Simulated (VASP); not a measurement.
# EuH4 (I4/mmm) in VASP: further runs, part 2 of 2

VASP 6.6.1. Earlier steps stand in the parts before.

## (3) Single point, PBE, collinear spin, ferromagnetic start

This run uses another cell than the first one, of 8.21 Å³/atom.

Input file INCAR:

```
SYSTEM = EuH4
PREC = Accurate
ENCUT = 520
EDIFF = 1E-6
ISMEAR = 0
SIGMA = 0.1
LREAL = .False.
LASPH = .True.
NELM = 150
ALGO = Normal
ISIF = 2
LWAVE = .False.
LCHARG = .False.
ISPIN = 2
MAGMOM = 6.95 0 0 0 0
LORBIT = 11
LMAXMIX = 6
GGA = PE
NBANDS = 22
```

Input file KPOINTS:

```
Automatic mesh
0
Gamma
  12 12 12
  0 0 0
```

Input file POSCAR:

```
EuH4
1.0
   -2.2274183384      2.2274183384      2.0692700942
    2.2274183384     -2.2274183384      2.0692700942
    2.2274183384      2.2274183384     -2.0692700942
Eu H
1 4
Direct
    0.0000000000      0.0000000000      0.0000000000
    0.5000000000      0.2621876174      0.7621876174
    0.2621876174      0.5000000000      0.7621876174
    0.5000000000      0.7378123826      0.2378123826
    0.7378123826      0.5000000000      0.2378123826
```

Potentials or basis: VASP PAW PBE potentials, release 64 (Eu, H).

Started as:

```sh
cat potpaw_PBE.64/Eu/POTCAR potpaw_PBE.64/H/POTCAR > POTCAR
mpirun -np 1 vasp_std > vasp.out
```

OUTCAR:

```text
SYSTEM = EuH4
   PREC = Accurate
   ENCUT = 520
   EDIFF = 1E-6
   ISMEAR = 0
   LREAL = .False.
   LASPH = .True.
   NELM = 150
   ISIF = 2
   ISPIN = 2
   LORBIT = 11
   GGA = PE

 ion  position               nearest neighbor table
   1  0.000  0.000  0.000-
   2  0.500  0.262  0.762-
   3  0.262  0.500  0.762-
   4  0.500  0.738  0.238-
   5  0.738  0.500  0.238-

  LATTYP: Found a body centered tetragonal cell.
 ALAT       =     4.4548366768
 C/A-ratio  =     0.9289993076

  Lattice vectors:

 A1 = (  -2.2274183384,   2.2274183384,   2.0692700942)
[... 1408 lines left out ...]
     22      13.8985      0.00000

 [... further k-points ...]

------------------------ aborting loop because EDIFF is reached ----------------------------------------

  FORCE on cell =-STRESS in cart. coord.  units (eV):
  Direction    XX          YY          ZZ          XY          YZ          ZX
  --------------------------------------------------------------------------------------
  -------------------------------------------------------------------------------------
  Total       -0.0543714     -0.0543714     -0.0804307      0.0000000     -0.0000000      0.0000000
  in kB       -2.1212929     -2.1212929     -3.1379896      0.0000000     -0.0000000      0.0000000
  external PRESSURE =      -2.4601918 kB  Pullay stress =       0.0000000 kB

 VOLUME and BASIS-vectors are now :
 -----------------------------------------------------------------------------
  energy-cutoff  :      520.00
  volume of cell :       41.07
      direct lattice vectors                 reciprocal lattice vectors
    -2.227418338  2.227418338  2.069270094     0.000000000  0.224475121  0.241631096
     2.227418338 -2.227418338  2.069270094     0.224475121  0.000000000  0.241631096
     2.227418338  2.227418338 -2.069270094     0.224475121  0.224475121  0.000000000

 POSITION                                       TOTAL-FORCE (eV/Angst)
 -----------------------------------------------------------------------------------
      0.00000      0.00000      0.00000         0.000000     -0.000000     -0.000000
      1.16800      2.22742      0.00000        -0.005001     -0.000000      0.000000
      2.22742      1.16800      0.00000         0.000000     -0.005001      0.000000
      1.05942      0.00000      2.06927         0.005001     -0.000000     -0.000000
      0.00000      1.05942      2.06927        -0.000000      0.005001     -0.000000
 -----------------------------------------------------------------------------------
    total drift:                               -0.000000     -0.000000     -0.000000

  FREE ENERGIE OF THE ION-ELECTRON SYSTEM (eV)
  ---------------------------------------------------
  free  energy   TOTEN  =       -25.5894060252 eV

  energy  without entropy=      -25.5810487542  energy(sigma->0) =      -25.58522739

 total charge

# of ion       s       p       d       f       tot
--------------------------------------------------
    1        2.026   5.751   0.471   6.508  14.757
    2        0.491   0.012   0.000   0.000   0.502
    3        0.491   0.012   0.000   0.000   0.502
    4        0.491   0.012   0.000   0.000   0.502
    5        0.491   0.012   0.000   0.000   0.502
--------------------------------------------------
tot          3.988   5.798   0.471   6.508  16.766

 magnetization (x)

# of ion       s       p       d       f       tot
--------------------------------------------------
    1       -0.015  -0.110   0.072   6.432   6.380
    2       -0.012   0.001   0.000   0.000  -0.011
    3       -0.012   0.001   0.000   0.000  -0.011
    4       -0.012   0.001   0.000   0.000  -0.011
    5       -0.012   0.001   0.000   0.000  -0.011
--------------------------------------------------
tot         -0.063  -0.107   0.072   6.432   6.335
```

Run time: 3.8 min. Hardware: 1 thread of Intel Xeon Platinum 8488C (Sapphire Rapids), shared host; peak memory 0.37 GiB.

What came out:

* Free energy: -25.5894 eV
* Pressure: -0.2 GPa
* Largest force: 0.005 eV/Å
* Net moment: 6.62 μB per cell
* Site moments: Eu +6.38; H -0.01 μB
* Valence electrons inside the program's atomic spheres: Eu 14.76; H 0.50

Forces on the atoms (eV/Å):
```
Eu   0.000  0.000  0.000
H   -0.005  0.000  0.000
H    0.000 -0.005  0.000
H    0.005  0.000  0.000
H    0.000  0.005  0.000
```

Stress tensor (GPa, compression positive):
```
-0.21  0.00  0.00
 0.00 -0.21  0.00
 0.00  0.00 -0.31
```

Levels at points of the mesh, in eV from the Fermi level:
Spin up:
| k point | band 12 | band 13 | band 14 | band 15 | band 16 | band 17 |
| --- | --- | --- | --- | --- | --- | --- |
| (0.00, 0.00, 0.00) | -0.29 | 0.91 | 0.91 | 1.18 | 1.74 | 1.97 |
| (0.50, 0.00, 0.00) | -0.35 | -0.31 | -0.30 | 2.36 | 3.55 | 4.11 |
| (0.50, 0.50, 0.00) | -0.33 | -0.27 | 0.63 | 0.67 | 2.40 | 2.84 |
| (0.50, 0.50, 0.50) | -0.30 | -0.30 | 0.07 | 0.07 | 5.12 | 5.50 |
Spin down:
| k point | band 3 | band 4 | band 5 | band 6 | band 7 | band 8 | band 9 | band 10 | band 11 | band 12 |
| --- | --- | --- | --- | --- | --- | --- | --- | --- | --- | --- |
| (0.00, 0.00, 0.00) | -17.42 | -17.42 | -9.57 | -1.34 | -1.34 | 1.90 | 2.31 | 2.35 | 2.79 | 2.79 |
| (0.50, 0.00, 0.00) | -17.64 | -17.51 | -6.00 | -5.14 | -3.40 | 1.31 | 4.08 | 4.09 | 4.26 | 4.29 |
| (0.50, 0.50, 0.00) | -17.70 | -17.40 | -8.09 | -3.85 | -1.86 | 1.31 | 3.14 | 3.24 | 4.01 | 4.16 |
| (0.50, 0.50, 0.50) | -17.98 | -17.91 | -7.89 | -3.37 | -1.85 | -1.85 | 3.87 | 4.11 | 4.42 | 4.42 |

Caveat: spin-orbit coupling is left out, which moves the levels of the heavy elements; semilocal functionals describe open f shells poorly, which spoils levels, moments and volumes.
